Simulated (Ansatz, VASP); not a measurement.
## One calculation of NaCl, two programs

```
Na Cl
1.0
    -0.18183    3.02893    3.02893
     3.02893   -0.18183    3.02893
     3.02893    3.02893   -0.18183
Na Cl
1 1
Cartesian
  -0.0420 -0.0420 -0.0420
  1.5111 1.5111 1.5111
```

Change from the starting cell: epitaxial_111 strain +4.0%.

Alike in both runs: task single point; functional PBE; k mesh 8 × 8 × 8; occupations fermi-dirac, width 0.02 eV; no spin polarisation.

```csv
,VASP,Ansatz
version,VASP 6.6.1,Ansatz 0.2.0
potentials or method,"VASP PAW PBE potentials, release 64 (Na_pv, Cl)","plane waves, PAW"
plane-wave cutoff (eV),500,420
valence electrons in the cell,14,16
```

|  | VASP | Ansatz | Ansatz less VASP |
| --- | --- | --- | --- |
| gap on the k mesh at the Fermi level (eV) | 4.70 | 4.70 | 0.000 |
| pressure (GPa) | 0.0 | 0.0 | +0.03 |
| traceless stress, the component that is largest in VASP (GPa) | 0.30 | 0.30 | 0.000 |

VASP's potentials hold 14 valence electrons a cell and Ansatz's 16, so a difference there can come from the potentials and not from the codes.
